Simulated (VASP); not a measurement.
# Al3C2 (P6_3/mmc) in VASP: notebook, part 2 of 2

VASP 6.6.1.

### 4 Single point, PBE

This run uses another cell than the first one, of 11.74 Å³/atom.

Contents of INCAR:

```
PREC     = Accurate       # precision mode
ENCUT    = 520            # plane-wave cutoff, eV
EDIFF    = 1E-6           # SCF threshold, eV
ISMEAR   = 0              # smearing method
SIGMA    = 0.1            # smearing width, eV
LREAL    = False          # projectors in reciprocal space
LASPH    = True           # aspherical terms in the spheres
NELM     = 100            # most SCF steps
ALGO     = Normal         # electronic algorithm
ISIF     = 2              # what is computed and relaxed
LWAVE    = False          # write WAVECAR
LCHARG   = True           # write CHGCAR
GGA      = PE             # functional
LELF     = True           # ELF
LVHAR    = True         
NBANDS   = 28             # bands
```

Contents of KPOINTS:

```
regular mesh
0
Gamma
  12 12 4
```

Contents of POSCAR:

```
Al3C2
1.0
    3.0609642948      0.0000000000      0.0000000000
   -1.5304821474      2.6508728394      0.0000000000
    0.0000000000      0.0000000000     14.4632596516
Al C
6 4
Direct
    0.3333333333      0.6666666667      0.9172604404
    0.6666666667      0.3333333333      0.4172604404
    0.3333333333      0.6666666667      0.5827395596
    0.6666666667      0.3333333333      0.0827395596
    0.3333333333      0.6666666667      0.7500000000
    0.6666666667      0.3333333333      0.2500000000
    0.3333333333      0.6666666667      0.1583990097
    0.6666666667      0.3333333333      0.6583990097
    0.3333333333      0.6666666667      0.3416009903
    0.6666666667      0.3333333333      0.8416009903
```

Potentials or basis: VASP PAW PBE potentials, release 64 (Al, C).

Run with:

```sh
cat potpaw_PBE.64/Al/POTCAR potpaw_PBE.64/C/POTCAR > POTCAR
mpirun -np 1 vasp_std > vasp.out
```

OUTCAR:

```text
PREC = Accurate
   ENCUT = 520
   EDIFF = 1E-6
   ISMEAR = 0
   LREAL = False
   LASPH = True
   NELM = 100
   ISIF = 2
   GGA = PE

 ion  position               nearest neighbor table
   1  0.333  0.667  0.917-  10 2.08  10 2.08  10 2.08   5 2.42   4 2.98   4 2.98   4 2.98
   2  0.667  0.333  0.417-   9 2.08   9 2.08   9 2.08   6 2.42   3 2.98   3 2.98   3 2.98
   3  0.333  0.667  0.583-   8 2.08   8 2.08   8 2.08   5 2.42   2 2.98   2 2.98   2 2.98
   4  0.667  0.333  0.083-   7 2.08   7 2.08   7 2.08   6 2.42   1 2.98   1 2.98   1 2.98
   5  0.333  0.667  0.750-   8 2.21  10 2.21   8 2.21  10 2.21   8 2.21  10 2.21   1 2.42   3 2.42

   6  0.667  0.333  0.250-   7 2.21   9 2.21   7 2.21   9 2.21   7 2.21   9 2.21   2 2.42   4 2.42

   7  0.333  0.667  0.158-   4 2.08   4 2.08   4 2.08   6 2.21   6 2.21   6 2.21
   8  0.667  0.333  0.658-   3 2.08   3 2.08   3 2.08   5 2.21   5 2.21   5 2.21
   9  0.333  0.667  0.342-   2 2.08   2 2.08   2 2.08   6 2.21   6 2.21   6 2.21
  10  0.667  0.333  0.842-   1 2.08   1 2.08   1 2.08   5 2.21   5 2.21   5 2.21

  LATTYP: Found a hexagonal cell.
 ALAT       =     3.0609642948
 C/A-ratio  =     4.7250664361

  Lattice vectors:

 A1 = (   3.0609642948,   0.0000000000,   0.0000000000)
 A2 = (  -1.5304821474,   2.6508728394,   0.0000000000)
 A3 = (   0.0000000000,   0.0000000000,  14.4632596516)

Analysis of symmetry for initial positions (statically):
=====================================================================
 Subroutine PRICEL returns:
 Original cell was already a primitive cell.

 Routine SETGRP: Setting up the symmetry group for a
 hexagonal supercell.

 Subroutine GETGRP returns: Found 24 space group operations
 (whereof 12 operations were pure point group operations)
 out of a pool of 24 trial point group operations.

The static configuration has the point symmetry D_3d.
 The point group associated with its full space group is D_6h.

Analysis of symmetry for dynamics (positions and initial velocities):
=====================================================================
[... 156 lines left out ...]
   LEPSILON=     F    determine dielectric tensor
   LRPA    =     F    only Hartree local field effects (RPA)
 non-spin polarized calculation
 Gauss-broadening in eV      SIGMA  =   0.10
  energy-cutoff  :      520.00
  volume of cell :      117.36
 maximum number of plane-waves:      3182
 NGX is ok and might be reduce to    24
   NGX = 11   NGY = 11   NGZ = 53

 number of electron      33.9999998 magnetization

 Free energy of the ion-electron system (eV)
  ---------------------------------------------------
  ext. energy  EPLUGINS =         0.00000000
  ---------------------------------------------------
  free energy    TOTEN  =       -54.18216100 eV

  energy without entropy =      -54.16369158  energy(sigma->0) =      -54.17292629

 E-fermi :   8.0176     XC(G=0): -10.8770

 val. band max:        8.0106060064   @ k =   0.1667   0.1667   0.5000
 cond. band min:       8.0375044758   @ k =   0.2500   0.0833   0.5000
 fundamental gap:      0.0268984694
 Fermi energy:         8.0175663637

 k-point     1 :       0.0000    0.0000    0.0000
  band No.  band energies     occupation
      1      -6.2085      2.00000
      2      -6.0636      2.00000
      3      -4.9103      2.00000
      4      -4.5365      2.00000
      5      -0.8534      2.00000
      6       0.9780      2.00000
[... 733 lines left out ...]
     27      14.7267      0.00000
     28      14.7294      0.00000

 [... further k-points ...]

------------------------ aborting loop because EDIFF is reached ----------------------------------------

  FORCE on cell =-STRESS in cart. coord.  units (eV):
  Direction    XX          YY          ZZ          XY          YZ          ZX
  --------------------------------------------------------------------------------------
  -------------------------------------------------------------------------------------
  Total        0.0091429      0.0091429     -0.0855925     -0.0000000     -0.0000000     -0.0000000
  in kB        0.1248192      0.1248192     -1.1685109     -0.0000000     -0.0000000     -0.0000000
  external PRESSURE =      -0.3062909 kB  Pullay stress =       0.0000000 kB

 VOLUME and BASIS-vectors are now :
 -----------------------------------------------------------------------------
  energy-cutoff  :      520.00
  volume of cell :      117.36
      direct lattice vectors                 reciprocal lattice vectors
     3.060964295  0.000000000  0.000000000     0.326694435  0.188617120  0.000000000
    -1.530482147  2.650872839  0.000000000     0.000000000  0.377234240  0.000000000
     0.000000000  0.000000000 14.463259652     0.000000000  0.000000000  0.069140707

 POSITION                                       TOTAL-FORCE (eV/Angst)
 -----------------------------------------------------------------------------------
     -0.00000      1.76725     13.26658        -0.000000      0.000000      0.005877
      1.53048      0.88362      6.03495         0.000000      0.000000      0.005877
     -0.00000      1.76725      8.42831        -0.000000      0.000000     -0.005877
      1.53048      0.88362      1.19668         0.000000     -0.000000     -0.005877
     -0.00000      1.76725     10.84744         0.000000     -0.000000     -0.000000
      1.53048      0.88362      3.61581        -0.000000     -0.000000     -0.000000
     -0.00000      1.76725      2.29097         0.000000     -0.000000      0.004944
      1.53048      0.88362      9.52260        -0.000000      0.000000      0.004944
     -0.00000      1.76725      4.94066        -0.000000     -0.000000     -0.004944
      1.53048      0.88362     12.17229        -0.000000      0.000000     -0.004944
 -----------------------------------------------------------------------------------
    total drift:                               -0.000000      0.000000     -0.000000

  FREE ENERGIE OF THE ION-ELECTRON SYSTEM (eV)
  ---------------------------------------------------
  free  energy   TOTEN  =       -54.1821609952 eV

  energy  without entropy=      -54.1636915832  energy(sigma->0) =      -54.17292629
```

OSZICAR:

```text
N       E                     dE             d eps       ncg     rms          rms(c)
DAV:   1     0.772431108815E+02    0.77243E+02   -0.14147E+04  3192   0.105E+03
DAV:   2    -0.534687232282E+02   -0.13071E+03   -0.12071E+03  4212   0.173E+02
DAV:   3    -0.633696790654E+02   -0.99010E+01   -0.97396E+01  3972   0.452E+01
DAV:   4    -0.635263658638E+02   -0.15669E+00   -0.15639E+00  3940   0.643E+00
DAV:   5    -0.635288823223E+02   -0.25165E-02   -0.25159E-02  3948   0.852E-01    0.148E+01
DAV:   6    -0.544845282279E+02    0.90444E+01   -0.29234E+01  3736   0.239E+01    0.487E+00
DAV:   7    -0.542406874414E+02    0.24384E+00   -0.39461E+00  3532   0.882E+00    0.327E+00
DAV:   8    -0.541962112521E+02    0.44476E-01   -0.26821E-01  3808   0.249E+00    0.149E+00
DAV:   9    -0.541830592928E+02    0.13152E-01   -0.30081E-02  3880   0.933E-01    0.259E-01
DAV:  10    -0.541822580588E+02    0.80123E-03   -0.29392E-03  3720   0.261E-01    0.178E-01
DAV:  11    -0.541821786458E+02    0.79413E-04   -0.99637E-04  3936   0.137E-01    0.557E-02
DAV:  12    -0.541821615848E+02    0.17061E-04   -0.11483E-04  3772   0.502E-02    0.260E-02
DAV:  13    -0.541821610896E+02    0.49521E-06   -0.10249E-05  4132   0.150E-02    0.823E-03
DAV:  14    -0.541821609952E+02    0.94399E-07   -0.68445E-07  2020   0.397E-03
   1 F= -.54182161E+02 E0= -.54172926E+02  d E =-.184694E-01
```

stdout:

```text
POSCAR found type information on POSCAR AlC
 POSCAR found :  2 types and      10 ions
 scaLAPACK will be used
 LDA part: xc-table for (Slater+PW92), standard interpolation
 POSCAR, INCAR and KPOINTS ok, starting setup
 FFT: planning ... GRIDC
 FFT: planning ... GRID_SOFT
 FFT: planning ... GRID
 WAVECAR not read
 entering main loop
```

It took 76 s on 1 thread of Intel Xeon 6975P-C (Granite Rapids), shared host; peak memory 0.3 GiB.

Results:

| Item | Value |
| --- | --- |
| Free energy | -54.1822 eV |
| Pressure | 0.0 GPa |
| Largest force | 0.006 eV/Å |
| Band gap on the k mesh | zero (bands 17 and 18 overlap by 1.61 eV) |

Forces on the atoms (eV/Å):
```
Al   0.000  0.000  0.006
Al   0.000  0.000  0.006
Al   0.000  0.000 -0.006
Al   0.000  0.000 -0.006
Al   0.000  0.000  0.000
Al   0.000  0.000  0.000
C    0.000  0.000  0.005
C    0.000  0.000  0.005
C    0.000  0.000 -0.005
C    0.000  0.000 -0.005
```

### 5 The runs side by side

| cell | k mesh | gap on the mesh (eV) | pressure (GPa) | largest force (eV/Å) |
| --- | --- | --- | --- | --- |
| a = 3.031, b = 3.031, c = 14.688 Å, angles 90.0, 90.0, 120.0°, 10 atoms, atomic positions A | 6 × 6 × 2 | none | 0.1 | 0.01 |
| a = 3.290, b = 3.290, c = 14.511 Å, angles 90.0, 90.0, 120.0°, 10 atoms, atomic positions B | 6 × 6 × 2 | none | 7.4 | 9.29 |
| a = 3.061, b = 3.061, c = 14.463 Å, angles 90.0, 90.0, 120.0°, 10 atoms, atomic positions A | 12 × 12 × 4 | none | 0.0 | 0.01 |

Alike in all rows: task single point; level PBE; potentials or basis VASP PAW PBE potentials, release 64 (Al, C); no spin polarisation; cutoff (eV) 520; smearing gaussian 0.1 eV.

Caveats: some runs use coarse meshes; forces of over 1 eV/Å act on the atoms, so gaps and moduli don't describe the material at rest (at least some runs).

Total energies depend on the potentials used, so only differences within one code and one set of settings carry meaning.
